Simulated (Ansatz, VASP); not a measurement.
# MgZn2O3: VASP beside Ansatz

File INCAR:

```
SYSTEM = MgZn2O3
  PREC = Accurate
  ENCUT = 520
  EDIFF = 1E-6
  ISMEAR = 0
  SIGMA = 0.01
  LREAL = .FALSE.
  LASPH = .TRUE.
  NELM = 80
  ALGO = Normal
  ISIF = 2
  LWAVE = .FALSE.
  LCHARG = .TRUE.
  GGA = PS
  LELF = .TRUE.
  LVHAR = .TRUE.
  NBANDS = 31
```

KPOINTS

```
regular mesh
0
G
  6 6 2
  0 0 0
```

The input POSCAR:

```
MgZn2O3
1.0
    3.0525990000      0.0000000000      0.0000000000
   -1.5262995000      2.6436282816      0.0000000000
    0.0000000000      0.0000000000      7.4520430000
Mg Zn O
1 2 3
Direct
    0.0000000000      0.0000000000      0.0000000000
    0.3333330000      0.6666670000      0.6684160000
    0.6666670000      0.3333330000      0.3315840000
    0.3333330000      0.6666670000      0.1607000000
    0.6666670000      0.3333330000      0.8393000000
    0.0000000000      0.0000000000      0.5000000000
```

Input for Ansatz:

```yaml
crystal:
  lattice:
    - [3.052599, 0.0, 0.0]
    - [-1.5262994999999993, 2.643628281566974, 0.0]
    - [0.0, 0.0, 7.452043]
  atoms:
    - { symbol: Mg, position: [0.0, 0.0, 0.0] }
    - { symbol: Zn, position: [0.333333, 0.666667, 0.668416] }
    - { symbol: Zn, position: [0.6666670000000001, 0.333333, 0.331584] }
    - { symbol: O, position: [0.333333, 0.666667, 0.16069999999999998] }
    - { symbol: O, position: [0.6666670000000001, 0.333333, 0.8393] }
    - { symbol: O, position: [0.0, 0.0, 0.5] }
basis:
  ecutwfc: 510.0
kpoints:
  mp_grid:
    grid: [6, 6, 2]
hamiltonian:
  xc: pbesol
scf:
  occupations:
    method: fixed
  n_extra_bands: 6
output:
  eigenvalues: true
```

Alike in both runs: task single point; functional PBEsol; k mesh 6 × 6 × 2; no spin polarisation.

|  | VASP | Ansatz |
| --- | --- | --- |
| version | VASP 6.6.1 | Ansatz 0.2.0 |
| potentials or method | VASP PAW PBE potentials, release 64 (Mg, Zn, O), cutoff 520 eV | plane waves, PAW |
| occupations | gaussian, width 0.01 eV | fixed |
| valence electrons in the cell | 44 | 52 |

Ansatz gave:

* gap on the k mesh at the Fermi level (eV): 1.64

Task: Which values does VASP return?

Result: gap on the k mesh at the Fermi level (eV): 1.61.

VASP's potentials were made for PBE, not for PBEsol. VASP's potentials hold 44 valence electrons a cell and Ansatz's 52, so a difference there can come from the potentials and not from the codes. Ansatz's warnings: structure snapped to symmetry.

The k mesh is coarse, so the values compare programs but aren't converged.
